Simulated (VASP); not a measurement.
The system is Cu.

```
Cu
1.0
     2.53076    0.00000    0.00000
    -1.26538    2.19171    0.00000
     0.00000    0.00000    8.26182
Cu
4
Cartesian
  0.0000 0.0000 0.0000
  0.0000 1.4611 2.0655
  0.0000 0.0000 4.1309
  1.2654 0.7306 6.1964
```

This isn't the form of Cu at room conditions, which is fcc.

* Program: VASP 6.6.1
* Task: relaxation of cell and atoms
* Functional: PBEsol
* Dispersion: D3(BJ)
* Potentials or basis: VASP PAW PBE potentials, release 64 (Cu_sv_GW)
* Cutoff: 820 eV
* k mesh: 10 × 10 × 3
* Occupations: methfessel-paxton, width 0.15 eV
* Spin: no spin polarisation

At the start: pressure -10.8 GPa; volume 11.46 Å³/atom.

Question: Where does the relaxation end?

Answer: Over 7 steps the energy falls by 24.2 meV/atom and the volume is 10.78 Å³/atom (-5.9 %); space group P6_3/mmc (No. 194, to 0.1 Å) before and after.

Step by step:
```tsv
step	energy change (eV)	largest force (eV/Å)	pressure (GPa)	volume (Å³)
1	0.0000	0.0000	-10.84	45.83
2	-0.0144	0.0000	12.29	40.88
3	-0.0968	0.0000	-0.08	43.15
4	-0.0968	0.0000	0.18	43.09
5	-0.0969	0.0000	-0.20	43.16
6	-0.0969	0.0000	-0.16	43.15
7	-0.0969	0.0000	0.07	43.13
```

Final structure:
```xyz
4
Lattice="2.4842 0.0000 0.0000 -1.2421 2.1514 0.0000 0.0000 0.0000 8.0695" Properties=species:S:1:pos:R:3 pbc="T T T"
Cu    0.0000    0.0000    0.0000
Cu    0.0000    1.4342    2.0174
Cu   -1.2421    2.1514    4.0348
Cu    1.2421    0.7171    6.0522
```

Caveat: the PAW data sets were made with another functional, which shifts forces and pressure a little.
